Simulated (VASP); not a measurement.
# As (Im-3m) in VASP: single point with PBEsol

Aim: the single point of As with PBEsol.

All numbers are computed with VASP 6.6.1; they aren't measurements. Logs are shortened: lines on timing, memory, paths and dates and some standing lists are left out, and cuts for length are marked.

### 1 The cell of the first run

The structure is cubic, space group Im-3m (No. 229). Conventional cell: a = 3.330 Å, b = 3.330 Å, c = 3.330 Å, α = 90.00°, β = 90.00°, γ = 90.00°. Within 3.8 Å of As (site symmetry m-3m) lie 14 As at 2.88 to 3.33 Å.

### 2 Single point, PBEsol (Sb replaced by As, lengths x 0.914, strained)

INCAR reads:

```
  PREC = Accurate
  ENCUT = 520
  EDIFF = 1E-7
  ISMEAR = 0
  SIGMA = 0.1
  LREAL = F
  LASPH = T
  NELM = 80
  ALGO = Normal
  ISIF = 2
  LWAVE = F
  LCHARG = F
  GGA = PS
  NBANDS = 8
```

KPOINTS reads:

```
regular mesh
0
Gamma
  8 8 8
```

POSCAR reads:

```
As
1.0
   -1.6650069748      1.6650069748      1.6650069748
    1.6650069748     -1.6650069748      1.6650069748
    1.6650069748      1.6650069748     -1.6650069748
As
1
Direct
    0.0000000000      0.0000000000      0.0000000000
```

Potentials or basis: VASP PAW PBE potentials, release 64 (As).

Started as:

```bash
$ cat potpaw_PBE.64/As/POTCAR > POTCAR
$ mpirun -np 1 vasp_std > vasp.out
```

OUTCAR:

```text
PREC = Accurate
   ENCUT = 520
   EDIFF = 1E-7
   ISMEAR = 0
   LREAL = F
   LASPH = T
   NELM = 80
   ISIF = 2
   GGA = PS

 ion  position               nearest neighbor table
   1  0.000  0.000  0.000-

  LATTYP: Found a body centered cubic cell.
 ALAT       =     3.3300139496

  Lattice vectors:

 A1 = (  -1.6650069748,   1.6650069748,   1.6650069748)
 A2 = (   1.6650069748,  -1.6650069748,   1.6650069748)
 A3 = (   1.6650069748,   1.6650069748,  -1.6650069748)

Analysis of symmetry for initial positions (statically):
=====================================================================
 Subroutine PRICEL returns:
 Original cell was already a primitive cell.

 Routine SETGRP: Setting up the symmetry group for a
 body centered cubic supercell.

 Subroutine GETGRP returns: Found 48 space group operations
 (whereof 48 operations were pure point group operations)
 out of a pool of 48 trial point group operations.

The static configuration has the point symmetry O_h .

Analysis of symmetry for dynamics (positions and initial velocities):
=====================================================================
 Subroutine PRICEL returns:
 Original cell was already a primitive cell.

 Routine SETGRP: Setting up the symmetry group for a
 body centered cubic supercell.

 Subroutine GETGRP returns: Found 48 space group operations
 (whereof 48 operations were pure point group operations)
 out of a pool of 48 trial point group operations.

The dynamic configuration has the point symmetry O_h .

 Subroutine INISYM returns: Found 48 space group operations
 (whereof 48 operations are pure point group operations),
 and found     1 'primitive' translations

----------------------------------------------------------------------------------------

                                     Primitive cell

  volume of cell :      18.4633

  direct lattice vectors                    reciprocal lattice vectors
    -1.665006975  1.665006975  1.665006975     0.000000000  0.300299042  0.300299042
     1.665006975 -1.665006975  1.665006975     0.300299042  0.000000000  0.300299042
     1.665006975  1.665006975 -1.665006975     0.300299042  0.300299042  0.000000000

  length of vectors
     2.883876675  2.883876675  2.883876675     0.424686978  0.424686978  0.424686978

  position of ions in fractional coordinates (direct lattice)
     0.000000000  0.000000000  0.000000000

  ion indices of the primitive-cell ions
   primitive index   ion index
                 1           1

----------------------------------------------------------------------------------------

 KPOINTS: regular mesh

Automatic generation of k-mesh.
 Grid dimensions read from file:
 generate k-points for:    8    8    8

 Generating k-lattice:

  Cartesian coordinates                     Fractional coordinates (reciprocal lattice)
     0.000000000  0.037537380  0.037537380     0.125000000  0.000000000  0.000000000
     0.037537380  0.000000000  0.037537380     0.000000000  0.125000000  0.000000000
     0.037537380  0.037537380  0.000000000     0.000000000  0.000000000  0.125000000

  Length of vectors
     0.053085872  0.053085872  0.053085872

  Shift w.r.t. Gamma in fractional coordinates (k-lattice)
     0.000000000  0.000000000  0.000000000

 Subroutine IBZKPT returns following result:
 ===========================================

 Found     29 irreducible k-points:

 Following reciprocal coordinates:
            Coordinates               Weight
  0.000000  0.000000  0.000000      1.000000
  0.125000  0.000000  0.000000     12.000000
  0.250000  0.000000  0.000000     12.000000
  0.375000  0.000000  0.000000     12.000000
  0.500000  0.000000  0.000000      6.000000
  0.125000  0.125000  0.000000     24.000000
[... 16 lines left out ...]
 -0.250000  0.250000  0.250000      6.000000
 -0.375000  0.375000  0.250000     24.000000
 [... further k-points ...]
   k-points           NKPTS =     29   k-points in BZ     NKDIM =     29   number of bands    NBANDS=      8
   number of dos      NEDOS =    301   number of ions     NIONS =      1
   total plane-waves  NPLWV =  13824
   dimension x,y,z NGX =    24 NGY =   24 NGZ =   24
   dimension x,y,z NGXF=    48 NGYF=   48 NGZF=   48
   ions per type =               1
   NGX,Y,Z   is equivalent  to a cutoff of  13.84, 13.84, 13.84 a.u.
   NGXF,Y,Z  is equivalent  to a cutoff of  27.67, 27.67, 27.67 a.u.
 SYSTEM =  unknown system
   PREC   = accura    normal or accurate (medium, high low for compatibility)
   ISTART =      0    job   : 0-new  1-cont  2-samecut
   ICHARG =      2    charge: 1-file 2-atom 10-const
   ISPIN  =      1    spin polarized calculation?
   LNONCOLLINEAR =      F non collinear calculations
   LSORBIT =      F    spin-orbit coupling
   LASPH  =      T    aspherical Exc in radial PAW
   ENCUT  =  520.0 eV  38.22 Ry    6.18 a.u.   5.36  5.36  5.36*2*pi/ulx,y,z
   NELM   =     80;   NELMIN=  2; NELMDL= -5     # of ELM steps
   EDIFF  = 0.1E-06   stopping-criterion for ELM
   LREAL  =      F    real-space projection
   EDIFFG = 0.1E-05   stopping-criterion for IOM
   NSW    =      0    number of steps for IOM
   IBRION =     -1    ionic relax: 0-MD 1-quasi-New 2-CG
   NFREE  =      0    steps in history (QN), initial steepest desc. (CG)
   ISIF   =      2    stress and relaxation
   ISYM   =      2    0-nonsym 1-usesym 2-fastsym
   POTIM  = 0.5000    time-step for ionic-motion
   TEBEG  =    0.0;   TEEND  =   0.0 temperature during run
   PSTRESS=    0.0 pullay stress
   NELECT =       5.0000    total number of electrons
   NUPDOWN=      -1.0000    fix difference up-down
   EMIN   =  10.00;   EMAX   =-10.00  energy-range for DOS
   EFERMI =   0.00;   METHOD = LEGACY
   ISMEAR =     0;   SIGMA  =   0.10  broadening in eV -4-tet -1-fermi 0-gaus
   EFERMI_NEDOS =   21; number of points for ismear=-14 and -15
   IALGO  =     38    algorithm
   IMIX   =      4    mixing-type and parameters
     AMIX     =   0.40;   BMIX     =  1.00
     AMIX_MAG =   1.60;   BMIX_MAG =  1.00
  volume/ion in A,a.u.               =      18.46       124.60
  Fermi-wavevector in a.u.,A,eV,Ry     =   1.059161  2.001525 15.263324  1.121823
  Thomas-Fermi vector in A             =   2.194497
   LORBIT       =      0    0 simple, 1 ext, 2 COOP (PROOUT), +10 PAW based schemes
   GGA     = PS    functional components
   LHFCALC =     F    Hartree Fock is set to
   AEXX    =    0.0000 exact exchange contribution
   IVDW    =     0    specifies the selected vdW correction
   LEPSILON=     F    determine dielectric tensor
   LRPA    =     F    only Hartree local field effects (RPA)
 non-spin polarized calculation
 Gauss-broadening in eV      SIGMA  =   0.10
  energy-cutoff  :      520.00
  volume of cell :       18.46
 maximum number of plane-waves:       531
 NGX is ok and might be reduce to    24
   NGX = 11   NGY = 11   NGZ = 11

 number of electron       5.0000001 magnetization

 Free energy of the ion-electron system (eV)
  ---------------------------------------------------
  ext. energy  EPLUGINS =         0.00000000
  ---------------------------------------------------
  free energy    TOTEN  =        -4.71037041 eV

  energy without entropy =       -4.70615189  energy(sigma->0) =       -4.70826115

 E-fermi :   6.5032     XC(G=0): -11.0027

 val. band max:        6.4497252740   @ k =  -0.2500   0.2500   0.1250
 cond. band min:       6.5990294429   @ k =  -0.2500   0.2500   0.2500
 fundamental gap:      0.1493041689
 Fermi energy:         6.5031992740

 k-point     1 :       0.0000    0.0000    0.0000
  band No.  band energies     occupation
      1      -8.6580      2.00000
      2      12.8521      0.00000
      3      12.8521      0.00000
      4      12.8521      0.00000
      5      19.8929      0.00000
      6      19.8929      0.00000
      7      19.8929      0.00000
      8      21.8168      0.00000

 k-point     2 :       0.1250    0.0000    0.0000
  band No.  band energies     occupation
      1      -8.2586      2.00000
      2      10.4590      0.00000
      3      11.8530      0.00000
      4      12.6008      0.00000
      5      18.4241      0.00000
      6      18.4493      0.00000
      7      21.5937      0.00000
      8      21.6262      0.00000

 k-point     3 :       0.2500    0.0000    0.0000
  band No.  band energies     occupation
      1      -7.0773      2.00000
      2       6.2217      1.99993
      3      10.2512      0.00000
      4      11.9910      0.00000
      5      16.2236      0.00000
      6      16.6879      0.00000
      7      21.7746      0.00000
      8      22.6268      0.00000

 k-point     4 :       0.3750    0.0000    0.0000
  band No.  band energies     occupation
      1      -5.2213      2.00000
      2       2.2336      2.00000
      3       9.1159      0.00000
      4      11.4067      0.00000
      5      14.9266      0.00000
      6      15.5693      0.00000
      7      23.2163      0.00000
      8      24.4291      0.00000

 k-point     5 :       0.5000    0.0000    0.0000
  band No.  band energies     occupation
      1      -3.6918      2.00000
      2      -0.0384      2.00000
      3       8.7185      0.00000
      4      11.1757      0.00000
      5      14.5028      0.00000
      6      15.1918      0.00000
      7      24.9832      0.00000
      8      26.4044      0.00000
[... 177 lines left out ...]
 k-point    22 :       0.2500    0.2500    0.2500
  band No.  band energies     occupation
      1      -2.3992      2.00000
      2       3.3213      2.00000
      3       3.3213      2.00000
      4       3.3213      2.00000
      5      24.6728      0.00000
      6      24.6728      0.00000
      7      24.6728      0.00000
      8      28.0111      0.00000

 k-point    23 :      -0.2500    0.2500    0.2500
  band No.  band energies     occupation
      1      -5.5273      2.00000
      2       6.5990      0.17534
      3       7.5056      0.00000
      4       7.5056      0.00000
      5      13.4616      0.00000
      6      21.9560      0.00000
      7      22.1076      0.00000
      8      22.1076      0.00000

 k-point    24 :      -0.3750    0.3750    0.2500
  band No.  band energies     occupation
      1      -3.7326      2.00000
      2       3.5499      2.00000
      3       6.3528      1.96659
      4       7.4207      0.00000
      5      13.1177      0.00000
      6      18.5132      0.00000
      7      21.3893      0.00000
      8      22.6210      0.00000

 [... further k-points ...]
[... 5 lines left out ...]
  --------------------------------------------------------------------------------------
  -------------------------------------------------------------------------------------
  Total       -0.2038146     -0.2038146     -0.2038146      0.0000000     -0.0000000      0.0000000
  in kB      -17.6863273    -17.6863273    -17.6863273      0.0000000     -0.0000000      0.0000000
  external PRESSURE =     -17.6863273 kB  Pullay stress =       0.0000000 kB

 VOLUME and BASIS-vectors are now :
 -----------------------------------------------------------------------------
  energy-cutoff  :      520.00
  volume of cell :       18.46
      direct lattice vectors                 reciprocal lattice vectors
    -1.665006975  1.665006975  1.665006975     0.000000000  0.300299042  0.300299042
     1.665006975 -1.665006975  1.665006975     0.300299042  0.000000000  0.300299042
     1.665006975  1.665006975 -1.665006975     0.300299042  0.300299042  0.000000000

 POSITION                                       TOTAL-FORCE (eV/Angst)
 -----------------------------------------------------------------------------------
      0.00000      0.00000      0.00000        -0.000000     -0.000000      0.000000
 -----------------------------------------------------------------------------------
    total drift:                                0.000000     -0.000000     -0.000000

  FREE ENERGIE OF THE ION-ELECTRON SYSTEM (eV)
  ---------------------------------------------------
  free  energy   TOTEN  =        -4.7103704125 eV

  energy  without entropy=       -4.7061518943  energy(sigma->0) =       -4.70826115
```

Wall time 3.2 s (1 thread of Intel Xeon Platinum 8259CL at 2.50GHz (Skylake/Cascade Lake), shared host); peak memory 0.13 GiB.

Results:

```yaml
Free_energy: -4.7104 eV
Pressure: -1.8 GPa
```

Levels at points of the mesh, in eV from the Fermi level:
```tsv
k point	band 1	band 2	band 3	band 4	band 5	band 6	band 7
(0.00, 0.00, 0.00)	-15.16	6.35	6.35	6.35	13.39	13.39	13.39
(0.50, 0.00, 0.00)	-10.19	-6.54	2.22	4.67	8.00	8.69	18.48
(0.50, 0.50, 0.50)	-6.31	-2.11	-2.11	-2.11	3.74	3.74	24.55
```

Caveat: the cell differs from its parent crystal (Sb replaced by As, lengths x 0.914, strained); the PAW data sets were made with another functional, which shifts forces and pressure a little.
